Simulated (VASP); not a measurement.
# InP3 (R-3m) in VASP: single point with r2SCAN

Aim: the single point of InP3 with r2SCAN.

Everything below comes from runs of VASP 6.6.1. Logs are shortened: lines on timing, memory, paths and dates and some standing lists are left out, and cuts for length are marked.

## (1) The cell of the first run

It takes space group R-3m (No. 166, trigonal). The conventional cell has a = 7.483 Å, b = 7.483 Å, c = 10.108 Å, α = 90.00°, β = 90.00°, γ = 120.00°. Within 3.5 Å of In (site symmetry 3m) lie 6 P at 2.66 to 2.92 Å. Within 3.0 Å of P (site symmetry m) lie 2 P at 2.21 Å and 2 In at 2.66 to 2.92 Å.

## (2) Single point, r2SCAN

Contents of POSCAR:

```
InP3
1.0
    3.7414989627      2.1601554333      3.3692519770
   -3.7414989627      2.1601554333      3.3692519770
    0.0000000000     -4.3203108666      3.3692519770
In P
2 6
Direct
    0.2702519987      0.2702519987      0.2702519987
    0.7297480013      0.7297480013      0.7297480013
    0.7982893840      0.2446976857      0.7982893840
    0.7982893840      0.7982893840      0.2446976857
    0.2446976857      0.7982893840      0.7982893840
    0.2017106160      0.7553023143      0.2017106160
    0.7553023143      0.2017106160      0.2017106160
    0.2017106160      0.2017106160      0.7553023143
```

Contents of INCAR.step1:

```
PREC = Accurate
ENCUT = 520
ISMEAR = 0
SIGMA = 0.15
LREAL = False
LASPH = True
NELM = 60
NBANDS = 38
GGA = PE
ALGO = Normal
EDIFF = 1E-4
LWAVE = True
LCHARG = False
```

Contents of INCAR.step2:

```
PREC = Accurate
ENCUT = 520
EDIFF = 1E-6
ISMEAR = 0
SIGMA = 0.15
LREAL = False
LASPH = True
NELM = 60
ALGO = Normal
ISIF = 2
LWAVE = False
LCHARG = False
METAGGA = R2SCAN
LMIXTAU = True
NBANDS = 38
ISTART = 1
```

Contents of KPOINTS:

```
Automatic mesh
0
Gamma
  6 6 6
```

Potentials or basis: VASP PAW PBE potentials, release 64 (In_d, P).

The run is started by

```bash
$ cat potpaw_PBE.64/In_d/POTCAR potpaw_PBE.64/P/POTCAR > POTCAR
$ cp INCAR.step1 INCAR
$ mpirun -np 1 vasp_std > vasp.out
$ cp INCAR.step2 INCAR
$ mpirun -np 1 vasp_std > vasp.out
```

OUTCAR:

```text
PREC = Accurate
   ENCUT = 520
   EDIFF = 1E-6
   ISMEAR = 0
   LREAL = False
   LASPH = True
   NELM = 60
   ISIF = 2
   METAGGA = R2SCAN
   ISTART = 1

 ion  position               nearest neighbor table
   1  0.270  0.270  0.270-   6 2.66   7 2.66   8 2.66   6 2.92   7 2.92   8 2.92
   2  0.730  0.730  0.730-   3 2.66   5 2.66   4 2.66   3 2.92   5 2.92   4 2.92
   3  0.798  0.245  0.798-   8 2.21   7 2.21   2 2.66   2 2.92
   4  0.798  0.798  0.245-   6 2.21   7 2.21   2 2.66   2 2.92
   5  0.245  0.798  0.798-   8 2.21   6 2.21   2 2.66   2 2.92
   6  0.202  0.755  0.202-   4 2.21   5 2.21   1 2.66   1 2.92
   7  0.755  0.202  0.202-   4 2.21   3 2.21   1 2.66   1 2.92
   8  0.202  0.202  0.755-   3 2.21   5 2.21   1 2.66   1 2.92

  LATTYP: Found a trigonal (rhomboedric) cell.
 ALAT       =     5.4787722045
 COS(alpha) =     0.0672725323

  Lattice vectors:

 A1 = (   3.7414989627,   2.1601554333,   3.3692519770)
 A2 = (  -3.7414989627,   2.1601554333,   3.3692519770)
 A3 = (   0.0000000000,  -4.3203108666,   3.3692519770)

Analysis of symmetry for initial positions (statically):
=====================================================================
 Subroutine PRICEL returns:
 Original cell was already a primitive cell.

 Routine SETGRP: Setting up the symmetry group for a
 trigonal (rhombohedral) supercell.

 Subroutine GETGRP returns: Found 12 space group operations
 (whereof 12 operations were pure point group operations)
 out of a pool of 12 trial point group operations.

The static configuration has the point symmetry D_3d.

Analysis of symmetry for dynamics (positions and initial velocities):
=====================================================================
 Subroutine PRICEL returns:
 Original cell was already a primitive cell.

 Routine SETGRP: Setting up the symmetry group for a
 trigonal (rhombohedral) supercell.

 Subroutine GETGRP returns: Found 12 space group operations
 (whereof 12 operations were pure point group operations)
 out of a pool of 12 trial point group operations.

The dynamic configuration has the point symmetry D_3d.

 Subroutine INISYM returns: Found 12 space group operations
 (whereof 12 operations are pure point group operations),
 and found     1 'primitive' translations

----------------------------------------------------------------------------------------

                                     Primitive cell

  volume of cell :     163.3862

  direct lattice vectors                    reciprocal lattice vectors
     3.741498963  2.160155433  3.369251977     0.133636279  0.077154942  0.098933928
    -3.741498963  2.160155433  3.369251977    -0.133636279  0.077154942  0.098933928
     0.000000000 -4.320310867  3.369251977     0.000000000 -0.154309884  0.098933928

  length of vectors
     5.478772204  5.478772204  5.478772204     0.183301561  0.183301561  0.183301561

  position of ions in fractional coordinates (direct lattice)
     0.270251999  0.270251999  0.270251999
     0.729748001  0.729748001  0.729748001
     0.798289384  0.244697686  0.798289384
     0.798289384  0.798289384  0.244697686
     0.244697686  0.798289384  0.798289384
     0.201710616  0.755302314  0.201710616
     0.755302314  0.201710616  0.201710616
     0.201710616  0.201710616  0.755302314

  ion indices of the primitive-cell ions
   primitive index   ion index
                 1           1
                 2           2
                 3           3
                 4           4
                 5           5
                 6           6
                 7           7
                 8           8

----------------------------------------------------------------------------------------

 KPOINTS: Automatic mesh

Automatic generation of k-mesh.
 Grid dimensions read from file:
 generate k-points for:    6    6    6

 Generating k-lattice:

  Cartesian coordinates                     Fractional coordinates (reciprocal lattice)
     0.022272713  0.012859157  0.016488988     0.166666667  0.000000000  0.000000000
    -0.022272713  0.012859157  0.016488988     0.000000000  0.166666667  0.000000000
     0.000000000 -0.025718314  0.016488988     0.000000000  0.000000000  0.166666667

  Length of vectors
     0.030550260  0.030550260  0.030550260

  Shift w.r.t. Gamma in fractional coordinates (k-lattice)
     0.000000000  0.000000000  0.000000000

 Subroutine IBZKPT returns following result:
 ===========================================

 Found     32 irreducible k-points:

 Following reciprocal coordinates:
            Coordinates               Weight
  0.000000  0.000000  0.000000      1.000000
  0.166667  0.000000 -0.000000      6.000000
  0.333333  0.000000 -0.000000      6.000000
  0.500000  0.000000 -0.000000      3.000000
  0.166667  0.166667 -0.000000      6.000000
  0.333333  0.166667 -0.000000     12.000000
[... 16 lines left out ...]
  0.500000  0.500000  0.166667      6.000000
 -0.333333  0.500000  0.166667     12.000000
 [... further k-points ...]
   k-points           NKPTS =     32   k-points in BZ     NKDIM =     32   number of bands    NBANDS=     38
   number of dos      NEDOS =    301   number of ions     NIONS =      8
   total plane-waves  NPLWV =  74088
   dimension x,y,z NGX =    42 NGY =   42 NGZ =   42
   dimension x,y,z NGXF=    84 NGYF=   84 NGZF=   84
   ions per type =               2   6
   NGX,Y,Z   is equivalent  to a cutoff of  12.74, 12.74, 12.74 a.u.
   NGXF,Y,Z  is equivalent  to a cutoff of  25.49, 25.49, 25.49 a.u.
 SYSTEM =  unknown system
   PREC   = accura    normal or accurate (medium, high low for compatibility)
   ISTART =      1    job   : 0-new  1-cont  2-samecut
   ICHARG =      0    charge: 1-file 2-atom 10-const
   ISPIN  =      1    spin polarized calculation?
   LNONCOLLINEAR =      F non collinear calculations
   LSORBIT =      F    spin-orbit coupling
   LASPH  =      T    aspherical Exc in radial PAW
   ENCUT  =  520.0 eV  38.22 Ry    6.18 a.u.  10.19 10.19 10.19*2*pi/ulx,y,z
   NELM   =     60;   NELMIN=  2; NELMDL=  0     # of ELM steps
   EDIFF  = 0.1E-05   stopping-criterion for ELM
   LREAL  =      F    real-space projection
   EDIFFG = 0.1E-04   stopping-criterion for IOM
   NSW    =      0    number of steps for IOM
   IBRION =     -1    ionic relax: 0-MD 1-quasi-New 2-CG
   NFREE  =      0    steps in history (QN), initial steepest desc. (CG)
   ISIF   =      2    stress and relaxation
   ISYM   =      2    0-nonsym 1-usesym 2-fastsym
   POTIM  = 0.5000    time-step for ionic-motion
   TEBEG  =    0.0;   TEEND  =   0.0 temperature during run
   PSTRESS=    0.0 pullay stress
   NELECT =      56.0000    total number of electrons
   NUPDOWN=      -1.0000    fix difference up-down
   EMIN   =  10.00;   EMAX   =-10.00  energy-range for DOS
   EFERMI =   0.00;   METHOD = LEGACY
   ISMEAR =     0;   SIGMA  =   0.15  broadening in eV -4-tet -1-fermi 0-gaus
   EFERMI_NEDOS =   21; number of points for ismear=-14 and -15
   IALGO  =     38    algorithm
   IMIX   =      4    mixing-type and parameters
     AMIX     =   0.40;   BMIX     =  1.00
     AMIX_MAG =   1.60;   BMIX_MAG =  1.00
  volume/ion in A,a.u.               =      20.42       137.82
  Fermi-wavevector in a.u.,A,eV,Ry     =   1.145686  2.165033 17.858967  1.312597
  Thomas-Fermi vector in A             =   2.282374
   LORBIT       =      0    0 simple, 1 ext, 2 COOP (PROOUT), +10 PAW based schemes
   METAGGA = R2SCAN    functional components
   LHFCALC =     F    Hartree Fock is set to
   AEXX    =    0.0000 exact exchange contribution
   IVDW    =     0    specifies the selected vdW correction
   LEPSILON=     F    determine dielectric tensor
   LRPA    =     F    only Hartree local field effects (RPA)
 non-spin polarized calculation
 Gauss-broadening in eV      SIGMA  =   0.15
  energy-cutoff  :      520.00
  volume of cell :      163.39
 maximum number of plane-waves:      4416
 NGX is ok and might be reduce to    42
   NGX = 21   NGY = 21   NGZ = 21

 number of electron      56.0000015 magnetization

 Free energy of the ion-electron system (eV)
  ---------------------------------------------------
  ext. energy  EPLUGINS =         0.00000000
  ---------------------------------------------------
  free energy    TOTEN  =      -100.16257332 eV

  energy without entropy =     -100.14777889  energy(sigma->0) =     -100.15517611

 E-fermi :   6.3085     XC(G=0): -10.5598

 val. band max:        6.2907813857   @ k =   0.5000   0.5000   0.1667
 cond. band min:       6.3452353552   @ k =   0.5000   0.5000   0.3333
 fundamental gap:      0.0544539694
 Fermi energy:         6.3084633814

 k-point     1 :       0.0000    0.0000    0.0000
  band No.  band energies     occupation
      1      -8.7089      2.00000
      2      -8.7089      2.00000
      3      -8.5761      2.00000
      4      -8.5761      2.00000
      5      -8.4811      2.00000
      6      -8.4687      2.00000
[... 30 lines left out ...]
     37      12.8811      0.00000
     38      14.0692      0.00000

 k-point     2 :       0.1667    0.0000   -0.0000
  band No.  band energies     occupation
      1      -8.7255      2.00000
      2      -8.7001      2.00000
      3      -8.5813      2.00000
      4      -8.5719      2.00000
      5      -8.4901      2.00000
      6      -8.4806      2.00000
[... 30 lines left out ...]
     37      12.2208      0.00000
     38      13.2941      0.00000

 k-point     3 :       0.3333    0.0000   -0.0000
  band No.  band energies     occupation
      1      -8.7385      2.00000
      2      -8.6793      2.00000
      3      -8.5947      2.00000
      4      -8.5673      2.00000
      5      -8.4915      2.00000
      6      -8.4826      2.00000
[... 30 lines left out ...]
     37      12.0913      0.00000
     38      12.9965      0.00000

 k-point     4 :       0.5000    0.0000   -0.0000
  band No.  band energies     occupation
      1      -8.7405      2.00000
      2      -8.6656      2.00000
      3      -8.6048      2.00000
      4      -8.5655      2.00000
      5      -8.4901      2.00000
      6      -8.4839      2.00000
[... 30 lines left out ...]
     37      12.0753      0.00000
     38      12.6919      0.00000
[... 703 lines left out ...]
      4      -8.5642      2.00000
      5      -8.4898      2.00000
      6      -8.4834      2.00000
[... 30 lines left out ...]
     37      11.7360      0.00000
     38      11.8698      0.00000

 k-point    23 :       0.5000    0.5000    0.1667
  band No.  band energies     occupation
      1      -8.7136      2.00000
      2      -8.5950      2.00000
      3      -8.5605      2.00000
      4      -8.5504      2.00000
      5      -8.5225      2.00000
      6      -8.4783      2.00000
[... 30 lines left out ...]
     37      11.1073      0.00000
     38      11.2273      0.00000

 k-point    24 :      -0.3333    0.5000    0.1667
  band No.  band energies     occupation
      1      -8.7301      2.00000
      2      -8.5974      2.00000
      3      -8.5746      2.00000
      4      -8.5556      2.00000
      5      -8.5053      2.00000
      6      -8.4812      2.00000
[... 30 lines left out ...]
     37      11.2802      0.00000
     38      11.4582      0.00000

 [... further k-points ...]

------------------------ aborting loop because EDIFF is reached ----------------------------------------

  FORCE on cell =-STRESS in cart. coord.  units (eV):
  Direction    XX          YY          ZZ          XY          YZ          ZX
  --------------------------------------------------------------------------------------
  -------------------------------------------------------------------------------------
  Total       -0.4156582     -0.4156582     -0.3171660      0.0000000     -0.0000000      0.0000000
  in kB       -4.0759751     -4.0759751     -3.1101531      0.0000000     -0.0000000      0.0000000
  external PRESSURE =      -3.7540344 kB  Pullay stress =       0.0000000 kB

 VOLUME and BASIS-vectors are now :
 -----------------------------------------------------------------------------
  energy-cutoff  :      520.00
  volume of cell :      163.39
      direct lattice vectors                 reciprocal lattice vectors
     3.741498963  2.160155433  3.369251977     0.133636279  0.077154942  0.098933928
    -3.741498963  2.160155433  3.369251977    -0.133636279  0.077154942  0.098933928
     0.000000000 -4.320310867  3.369251977     0.000000000 -0.154309884  0.098933928

 POSITION                                       TOTAL-FORCE (eV/Angst)
 -----------------------------------------------------------------------------------
      0.00000      0.00000      2.73164         0.000000     -0.000000      0.022133
      0.00000      0.00000      7.37611         0.000000     -0.000000     -0.022133
      2.07126     -1.19584      6.20372         0.051389     -0.029669      0.090761
      0.00000      2.39169      6.20372         0.000000      0.059339      0.090761
     -2.07126     -1.19584      6.20372        -0.051389     -0.029669      0.090761
     -2.07126      1.19584      3.90403        -0.051389      0.029669     -0.090761
      2.07126      1.19584      3.90403         0.051389      0.029669     -0.090761
      0.00000     -2.39169      3.90403         0.000000     -0.059339     -0.090761
 -----------------------------------------------------------------------------------
    total drift:                               -0.000000      0.000000     -0.000000

  FREE ENERGIE OF THE ION-ELECTRON SYSTEM (eV)
  ---------------------------------------------------
  free  energy   TOTEN  =      -100.1625733239 eV

  energy  without entropy=     -100.1477788935  energy(sigma->0) =     -100.15517611
```

Wall time 15 min (1 thread of Intel Xeon 8259CL, shared host); peak memory 0.37 GiB.

Results:

| Quantity | Value |
| --- | --- |
| Free energy | -100.1626 eV |
| Pressure | -0.4 GPa |
| Largest force | 0.108 eV/Å |
| Band gap on the k mesh | zero (bands 28 and 29 overlap by 0.33 eV) |

Forces in eV/Å, atoms in the order of the input:
```
In   0.000  0.000  0.022
In   0.000  0.000 -0.022
P    0.051 -0.030  0.091
P    0.000  0.059  0.091
P   -0.051 -0.030  0.091
P   -0.051  0.030 -0.091
P    0.051  0.030 -0.091
P    0.000 -0.059 -0.091
```

Caveat: semilocal functionals underestimate gaps, so a narrow gap can read as zero; the PAW data sets were made with another functional, which shifts forces and pressure a little; spin-orbit coupling is left out, which moves the levels of the heavy elements.
